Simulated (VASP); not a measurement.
Input of a VASP 6.6.1 run:

INCAR

```
  PREC = Accurate
  ENCUT = 520
  EDIFF = 1E-6
  ISMEAR = 0
  SIGMA = 0.1
  LREAL = False
  LASPH = True
  NELM = 100
  ALGO = Normal
  ISIF = 2
  LWAVE = False
  LCHARG = True
  GGA = PE
  LELF = True
  LVHAR = True
  NBANDS = 15
```

File KPOINTS:

```
Automatic mesh
0
Gamma
  16 16 10
```

POSCAR

```
MgW
1.0
    2.7172573460      0.0000000000      0.0000000000
    0.0000000000      2.7172573460      0.0000000000
    0.0000000000      0.0000000000      4.6391424123
Mg W
1 1
Direct
    0.0000000000      0.0000000000      0.0000000000
    0.5000000000      0.5000000000      0.5000000000
```

Potentials or basis: VASP PAW PBE potentials, release 64 (Mg, W_sv).

Command:

```console
$ cat potpaw_PBE.64/Mg/POTCAR potpaw_PBE.64/W_sv/POTCAR > POTCAR
$ mpirun -np 1 vasp_std > vasp.out
```

**Question.** What does it give for the band gap on the k mesh?

**Answer.** Zero (bands 8 and 9 overlap by 1.56 eV).

**Question.** Estimate the pressure.

**Answer.** 0.0 GPa.

Stress tensor (GPa, compression positive):
```
 0.15  0.00  0.00
 0.00  0.15  0.00
 0.00  0.00 -0.20
```

Caveat: spin-orbit coupling is left out, which moves the levels of the heavy elements.
